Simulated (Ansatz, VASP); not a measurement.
# Si3N4: VASP beside Ansatz

```
Si N
1.0
     7.59500    0.00000    0.00000
    -3.79750    6.57746    0.00000
     0.00000    0.00000    2.93132
Si N
6 8
Cartesian
  5.1739 1.1438 0.9545
  1.5964 5.0526 2.4202
  4.0175 3.9088 0.9545
  -1.3764 5.4337 2.4202
  2.2011 1.5249 0.9545
  -0.2200 2.6687 2.4202
  -1.0198 2.1693 0.9545
  5.2065 0.2015 2.4202
  2.4288 4.6097 0.9545
  4.8173 4.4082 2.4202
  -1.4090 6.3760 0.9545
  1.3687 1.9678 2.4202
  0.0000 4.3850 -0.5112
  3.7975 2.1925 0.9545
```

Change from the starting cell: z stretched by +1 %, ions relaxed.

Alike in both runs: functional PBE; k mesh 4 × 4 × 9; occupations fermi-dirac, width 0.02 eV; no spin polarisation.

Ansatz relaxed the structure, and its values are those at the end. VASP's run is a single point on that final structure, the one shown.

|  | VASP | Ansatz |
| --- | --- | --- |
| version | VASP 6.6.1 | Ansatz 0.2.0 |
| potentials or method | VASP PAW PBE potentials, release 64 (Si, N) | plane-wave PAW, scalar-relativistic |
| plane-wave cutoff (eV) | 520 | 420 |
| valence electrons in the cell | 64 | 64 |

```csv
,VASP,Ansatz,Ansatz less VASP
gap on the k mesh at the Fermi level (eV),4.16,4.17,+0.013
pressure (GPa),3.6,3.9,+0.29
rms of the force components (eV/Å),0.006,0.007,+0.0012
```

Ansatz's warnings: stress scf threshold loose.
